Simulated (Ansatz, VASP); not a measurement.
## One calculation of Cd2In, two programs

```xyz
6
Lattice="0.0000 4.1740 4.1740 4.1740 0.0000 4.1740 4.1740 4.1740 0.0000" Properties=species:S:1:pos:R:3 pbc="T T T"
Cd    5.2175    5.2175    5.2175
Cd    5.2175    3.1305    3.1305
Cd    3.1305    3.1305    5.2175
Cd    3.1305    5.2175    3.1305
In    0.0000    0.0000    0.0000
In    2.0870    2.0870    2.0870
```

Alike in both runs: functional r2SCAN; k mesh 8 × 8 × 8; occupations gaussian, width 0.1 eV; no spin polarisation.

Ansatz relaxed the structure, and its values are those at the end. VASP's run is a single point on that final structure, the one shown.

```csv
,VASP,Ansatz
version,VASP 6.6.1,Ansatz 0.2.0
potentials or method,"VASP PAW PBE potentials, release 64 (Cd, In_d), cutoff 520 eV","scalar-relativistic, plane waves, PAW"
valence electrons in the cell,74,106
```

```tsv
	VASP	Ansatz	Ansatz less VASP
gap on the k mesh at the Fermi level (eV)	none	none	-
pressure (GPa)	0.2	0.0	-0.23
```

VASP's potentials were made for PBE, not for r2SCAN. A gap of «none» marks a metal or a gap that the smearing closes. VASP's potentials hold 74 valence electrons a cell and Ansatz's 106, so a difference there can come from the potentials and not from the codes.
